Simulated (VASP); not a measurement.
# Sn (P6_3/mmc) in VASP: a series of runs

The runs below take Sn through single point, with PBEsol.

Everything below comes from runs of VASP 6.6.1. Logs are shortened: lines on timing, memory, paths and dates and some standing lists are left out, and cuts for length are marked.

## 1. The cell of the first run

Symmetry: P6_3/mmc, No. 194, hexagonal system. Conventional cell: a = 2.466 Å, b = 2.466 Å, c = 3.990 Å, α = 90.00°, β = 90.00°, γ = 120.00°. Within 3.2 Å of Sn (site symmetry -6m2) lie 12 Sn at 2.45 to 2.47 Å.

## 2. Single point, PBEsol (volume scaled by 0.4)

Contents of INCAR:

```
SYSTEM = Sn
  PREC = Accurate
  ENCUT = 520
  EDIFF = 1E-6
  ISMEAR = -1
  SIGMA = 0.1
  LREAL = .FALSE.
  LASPH = .TRUE.
  NELM = 80
  ALGO = Normal
  ISIF = 2
  LWAVE = .FALSE.
  LCHARG = .FALSE.
  GGA = PS
  NBANDS = 21
```

Contents of KPOINTS:

```
regular mesh
0
G
  13 13 7
  0 0 0
```

Contents of POSCAR:

```
Sn
1.0
    2.4655017664      0.0000000000      0.0000000000
   -1.2327508832      2.1351871628      0.0000000000
    0.0000000000      0.0000000000      3.9900458200
Sn
2
Direct
    0.3333333333      0.6666666667      0.2500000000
    0.6666666667      0.3333333333      0.7500000000
```

Potentials or basis: VASP PAW PBE potentials, release 64 (Sn_d).

Started as:

```sh
cat potpaw_PBE.64/Sn_d/POTCAR > POTCAR
mpirun -np 1 vasp_std > vasp.out
```

OUTCAR:

```text
SYSTEM = Sn
   PREC = Accurate
   ENCUT = 520
   EDIFF = 1E-6
   ISMEAR = -1
   LREAL = .FALSE.
   LASPH = .TRUE.
   NELM = 80
   ISIF = 2
   GGA = PS

 ion  position               nearest neighbor table
   1  0.333  0.667  0.250-   2 2.45   2 2.45   2 2.45   2 2.45   2 2.45   2 2.45   2 3.48   2 3.48
                             2 3.48   2 3.48   2 3.48   2 3.48
   2  0.667  0.333  0.750-   1 2.45   1 2.45   1 2.45   1 2.45   1 2.45   1 2.45   1 3.48   1 3.48
                             1 3.48   1 3.48   1 3.48   1 3.48

  LATTYP: Found a hexagonal cell.
 ALAT       =     2.4655017664
 C/A-ratio  =     1.6183504203

  Lattice vectors:

 A1 = (   2.4655017664,   0.0000000000,   0.0000000000)
 A2 = (  -1.2327508832,   2.1351871628,   0.0000000000)
 A3 = (   0.0000000000,   0.0000000000,   3.9900458200)

Analysis of symmetry for initial positions (statically):
=====================================================================
 Subroutine PRICEL returns:
 Original cell was already a primitive cell.

 Routine SETGRP: Setting up the symmetry group for a
 hexagonal supercell.

 Subroutine GETGRP returns: Found 24 space group operations
 (whereof 12 operations were pure point group operations)
 out of a pool of 24 trial point group operations.

The static configuration has the point symmetry D_3d.
 The point group associated with its full space group is D_6h.

Analysis of symmetry for dynamics (positions and initial velocities):
=====================================================================
 Subroutine PRICEL returns:
 Original cell was already a primitive cell.

 Routine SETGRP: Setting up the symmetry group for a
 hexagonal supercell.

 Subroutine GETGRP returns: Found 24 space group operations
 (whereof 12 operations were pure point group operations)
 out of a pool of 24 trial point group operations.

The dynamic configuration has the point symmetry D_3d.
 The point group associated with its full space group is D_6h.

 Subroutine INISYM returns: Found 24 space group operations
 (whereof 12 operations are pure point group operations),
 and found     1 'primitive' translations

----------------------------------------------------------------------------------------

                                     Primitive cell

  volume of cell :      21.0048

  direct lattice vectors                    reciprocal lattice vectors
     2.465501766  0.000000000  0.000000000     0.405596951  0.234171509  0.000000000
    -1.232750883  2.135187163  0.000000000     0.000000000  0.468343018  0.000000000
     0.000000000  0.000000000  3.990045820     0.000000000  0.000000000  0.250623688

  length of vectors
     2.465501766  2.465501766  3.990045820     0.468343018  0.468343018  0.250623688

  position of ions in fractional coordinates (direct lattice)
     0.333333333  0.666666667  0.250000000
     0.666666667  0.333333333  0.750000000

  ion indices of the primitive-cell ions
   primitive index   ion index
                 1           1
                 2           2

----------------------------------------------------------------------------------------

 KPOINTS: regular mesh

Automatic generation of k-mesh.
 Grid dimensions read from file:
 generate k-points for:   13   13    7

 Generating k-lattice:

  Cartesian coordinates                     Fractional coordinates (reciprocal lattice)
     0.031199765  0.018013193  0.000000000     0.076923077  0.000000000  0.000000000
     0.000000000  0.036026386  0.000000000     0.000000000  0.076923077  0.000000000
     0.000000000  0.000000000  0.035803384     0.000000000  0.000000000  0.142857143

  Length of vectors
     0.036026386  0.036026386  0.035803384

  Shift w.r.t. Gamma in fractional coordinates (k-lattice)
     0.000000000  0.000000000  0.000000000

 Subroutine IBZKPT returns following result:
 ===========================================

 Found     84 irreducible k-points:

 Following reciprocal coordinates:
            Coordinates               Weight
  0.000000  0.000000  0.000000      1.000000
  0.076923 -0.000000  0.000000      6.000000
  0.153846  0.000000  0.000000      6.000000
  0.230769  0.000000  0.000000      6.000000
  0.307692  0.000000  0.000000      6.000000
  0.384615  0.000000  0.000000      6.000000
[... 16 lines left out ...]
  0.076923 -0.000000  0.142857     12.000000
  0.153846  0.000000  0.142857     12.000000
 [... further k-points ...]
   k-points           NKPTS =     84   k-points in BZ     NKDIM =     84   number of bands    NBANDS=     21
   number of dos      NEDOS =    301   number of ions     NIONS =      2
   total plane-waves  NPLWV =   9720
   dimension x,y,z NGX =    18 NGY =   18 NGZ =   30
   dimension x,y,z NGXF=    36 NGYF=   36 NGZF=   60
   ions per type =               2
   NGX,Y,Z   is equivalent  to a cutoff of  12.14, 12.14, 12.50 a.u.
   NGXF,Y,Z  is equivalent  to a cutoff of  24.27, 24.27, 25.00 a.u.
 SYSTEM =  Sn
   PREC   = accura    normal or accurate (medium, high low for compatibility)
   ISTART =      0    job   : 0-new  1-cont  2-samecut
   ICHARG =      2    charge: 1-file 2-atom 10-const
   ISPIN  =      1    spin polarized calculation?
   LNONCOLLINEAR =      F non collinear calculations
   LSORBIT =      F    spin-orbit coupling
   LASPH  =      T    aspherical Exc in radial PAW
   ENCUT  =  520.0 eV  38.22 Ry    6.18 a.u.   4.58  4.58  7.42*2*pi/ulx,y,z
   NELM   =     80;   NELMIN=  2; NELMDL= -5     # of ELM steps
   EDIFF  = 0.1E-05   stopping-criterion for ELM
   LREAL  =      F    real-space projection
   EDIFFG = 0.1E-04   stopping-criterion for IOM
   NSW    =      0    number of steps for IOM
   IBRION =     -1    ionic relax: 0-MD 1-quasi-New 2-CG
   NFREE  =      0    steps in history (QN), initial steepest desc. (CG)
   ISIF   =      2    stress and relaxation
   ISYM   =      2    0-nonsym 1-usesym 2-fastsym
   POTIM  = 0.5000    time-step for ionic-motion
   TEBEG  =    0.0;   TEEND  =   0.0 temperature during run
   PSTRESS=    0.0 pullay stress
   NELECT =      28.0000    total number of electrons
   NUPDOWN=      -1.0000    fix difference up-down
   EMIN   =  10.00;   EMAX   =-10.00  energy-range for DOS
   EFERMI =   0.00;   METHOD = LEGACY
   ISMEAR =    -1;   SIGMA  =   0.10  broadening in eV -4-tet -1-fermi 0-gaus
   EFERMI_NEDOS =   21; number of points for ismear=-14 and -15
   IALGO  =     38    algorithm
   IMIX   =      4    mixing-type and parameters
     AMIX     =   0.40;   BMIX     =  1.00
     AMIX_MAG =   1.60;   BMIX_MAG =  1.00
  volume/ion in A,a.u.               =      10.50        70.87
  Fermi-wavevector in a.u.,A,eV,Ry     =   1.801722  3.404761 44.167264  3.246202
  Thomas-Fermi vector in A             =   2.862186
   LORBIT       =      0    0 simple, 1 ext, 2 COOP (PROOUT), +10 PAW based schemes
   GGA     = PS    functional components
   LHFCALC =     F    Hartree Fock is set to
   AEXX    =    0.0000 exact exchange contribution
   IVDW    =     0    specifies the selected vdW correction
   LEPSILON=     F    determine dielectric tensor
   LRPA    =     F    only Hartree local field effects (RPA)
 non-spin polarized calculation
  energy-cutoff  :      520.00
  volume of cell :       21.00
 maximum number of plane-waves:       580
   NGX =  9   NGY =  9   NGZ = 15

 number of electron      28.0000012 magnetization

 Free energy of the ion-electron system (eV)
  ---------------------------------------------------
  ext. energy  EPLUGINS =         0.00000000
  ---------------------------------------------------
  free energy    TOTEN  =        10.23462077 eV

  energy without entropy =       10.24470945  energy(sigma->0) =       10.23966511

 E-fermi :  27.6111     XC(G=0): -15.8751

 val. band max:       27.3362753743   @ k =   0.3077   0.0000   0.4286
 cond. band min:      27.6225696463   @ k =   0.3846   0.1538   0.4286
 fundamental gap:      0.2862942720
 Fermi energy:        27.6111322565

 k-point     1 :       0.0000    0.0000    0.0000
  band No.  band energies     occupation
      1       1.1626      2.00000
      2       2.2306      2.00000
      3       2.3360      2.00000
      4       2.3360      2.00000
      5       2.5704      2.00000
      6       2.5704      2.00000
[... 13 lines left out ...]
     20      42.3144      0.00000
     21      43.6120      0.00000

 k-point     2 :       0.0769   -0.0000    0.0000
  band No.  band energies     occupation
      1       1.2375      2.00000
      2       2.1311      2.00000
      3       2.4344      2.00000
      4       2.4420      2.00000
      5       2.5522      2.00000
      6       2.6615      2.00000
[... 13 lines left out ...]
     20      43.6943      0.00000
     21      43.9743      0.00000

 k-point     3 :       0.1538    0.0000    0.0000
  band No.  band energies     occupation
      1       1.3654      2.00000
      2       2.0213      2.00000
      3       2.4467      2.00000
      4       2.6005      2.00000
      5       2.6804      2.00000
      6       2.7129      2.00000
[... 13 lines left out ...]
     20      43.9182      0.00000
     21      44.2195      0.00000

 k-point     4 :       0.2308    0.0000    0.0000
  band No.  band energies     occupation
      1       1.2928      2.00000
      2       2.0129      2.00000
      3       2.2310      2.00000
      4       2.4322      2.00000
      5       2.5516      2.00000
      6       2.9656      2.00000
[... 13 lines left out ...]
     20      43.1120      0.00000
     21      44.0134      0.00000

 k-point     5 :       0.3077    0.0000    0.0000
  band No.  band energies     occupation
      1       1.0725      2.00000
      2       1.8148      2.00000
      3       1.8781      2.00000
      4       2.3913      2.00000
      5       2.6461      2.00000
      6       3.0898      2.00000
[... 13 lines left out ...]
     20      41.5659      0.00000
     21      44.5442      0.00000
[... 382 lines left out ...]
     20      45.6170      0.00000
     21      48.3596      0.00000

 k-point    22 :       0.0000    0.0000    0.1429
  band No.  band energies     occupation
      1       1.2215      2.00000
      2       2.2030      2.00000
      3       2.2777      2.00000
      4       2.2777      2.00000
      5       2.5245      2.00000
      6       2.5245      2.00000
[... 13 lines left out ...]
     20      42.0383      0.00000
     21      43.8866      0.00000

 k-point    23 :       0.0769   -0.0000    0.1429
  band No.  band energies     occupation
      1       1.2948      2.00000
      2       2.1357      2.00000
      3       2.3288      2.00000
      4       2.3624      2.00000
      5       2.4994      2.00000
      6       2.6141      2.00000
[... 13 lines left out ...]
     20      42.7227      0.00000
     21      44.1160      0.00000

 k-point    24 :       0.1538    0.0000    0.1429
  band No.  band energies     occupation
      1       1.4123      2.00000
      2       2.0530      2.00000
      3       2.3400      2.00000
      4       2.4034      2.00000
      5       2.5516      2.00000
      6       2.8641      2.00000
[... 13 lines left out ...]
     20      42.7968      0.00000
     21      43.1215      0.00000

 [... further k-points ...]

------------------------ aborting loop because EDIFF is reached ----------------------------------------

  FORCE on cell =-STRESS in cart. coord.  units (eV):
  Direction    XX          YY          ZZ          XY          YZ          ZX
  --------------------------------------------------------------------------------------
  -------------------------------------------------------------------------------------
  Total       60.3257007     60.3257007     60.3732616      0.0000000      0.0000000      0.0000000
  in kB     4601.4404608   4601.4404609   4605.0682471      0.0000000      0.0000000      0.0000000
  external PRESSURE =    4602.6497229 kB  Pullay stress =       0.0000000 kB

 VOLUME and BASIS-vectors are now :
 -----------------------------------------------------------------------------
  energy-cutoff  :      520.00
  volume of cell :       21.00
      direct lattice vectors                 reciprocal lattice vectors
     2.465501766  0.000000000  0.000000000     0.405596951  0.234171509  0.000000000
    -1.232750883  2.135187163  0.000000000     0.000000000  0.468343018  0.000000000
     0.000000000  0.000000000  3.990045820     0.000000000  0.000000000  0.250623688

 POSITION                                       TOTAL-FORCE (eV/Angst)
 -----------------------------------------------------------------------------------
     -0.00000      1.42346      0.99751        -0.000000      0.000000      0.000000
      1.23275      0.71173      2.99253         0.000000     -0.000000      0.000000
 -----------------------------------------------------------------------------------
    total drift:                               -0.000000      0.000000     -0.000000

  FREE ENERGIE OF THE ION-ELECTRON SYSTEM (eV)
  ---------------------------------------------------
  free  energy   TOTEN  =        10.2346207709 eV

  energy  without entropy=       10.2447094478  energy(sigma->0) =       10.23966511
```

Run time: 67 s. Hardware: 1 thread of AMD EPYC 7R13, shared host; peak memory 0.12 GiB.

Results:

| Item | Value |
| --- | --- |
| Free energy | 10.2346 eV |
| Pressure | 460.3 GPa |
| Band gap on the k mesh | zero (band 14 reaches 35.30 eV, above the bottom of band 15 at 23.49 eV) |

Levels at points of the mesh, in eV from the Fermi level:
```csv
k point,band 11,band 12,band 13,band 14,band 15,band 16,band 17,band 18
"(0.00, 0.00, 0.00)",-23.19,-12.96,-8.78,7.69,10.15,10.30,11.61,11.61
```

Caveat: the PAW data sets were made with another functional, which shifts forces and pressure a little; spin-orbit coupling is left out, which moves the levels of the heavy elements.

## 3. Single point, PBEsol (volume scaled by 0.45)

Contents of INCAR:

```
SYSTEM = Sn
  ALGO = Normal
  EDIFF = 1E-7
  ENCUT = 520
  GGA = PS
  ISIF = 2
  ISMEAR = -1
  LASPH = .True.
  LCHARG = .True.
  LELF = .True.
  LREAL = .False.
  LVHAR = .True.
  LWAVE = .False.
  NBANDS = 21
  NELM = 80
  PREC = Accurate
  SIGMA = 0.1
```

Contents of KPOINTS:

```
k-points
0
Gamma
  13 13 7
  0 0 0
```

Contents of POSCAR:

```
Sn
1.0
    2.5653495555      0.0000000000      0.0000000000
   -1.2826747778      2.2216578847      0.0000000000
    0.0000000000      0.0000000000      4.1461779743
Sn
2
Direct
    0.3333333333      0.6666666667      0.2500000000
    0.6666666667      0.3333333333      0.7500000000
```

Potentials or basis: VASP PAW PBE potentials, release 64 (Sn_d).

Started as:

```sh
cat potpaw_PBE.64/Sn_d/POTCAR > POTCAR
mpirun -np 1 vasp_std > vasp.out
```

It took 81 s on 1 thread of AMD EPYC 7R13, shared host; peak memory 0.13 GiB.

The run converged. Its results:

| Quantity | Value |
| --- | --- |
| Free energy | 4.0951 eV |
| Pressure | 301.7 GPa |
| Band gap on the k mesh | zero (band 14 reaches 32.60 eV, above the bottom of band 15 at 19.93 eV) |

Stress tensor (GPa, compression positive):
```
301.58   0.00   0.00
  0.00 301.58   0.00
  0.00   0.00 301.83
```

Levels at points of the mesh, in eV from the Fermi level:
| k point | band 11 | band 12 | band 13 | band 14 | band 15 | band 16 | band 17 | band 18 |
| --- | --- | --- | --- | --- | --- | --- | --- | --- |
| (0.00, 0.00, 0.00) | -21.05 | -11.51 | -8.59 | 8.57 | 10.84 | 10.84 | 10.88 | 10.93 |

Caveat: the PAW data sets were made with another functional, which shifts forces and pressure a little; spin-orbit coupling is left out, which moves the levels of the heavy elements.
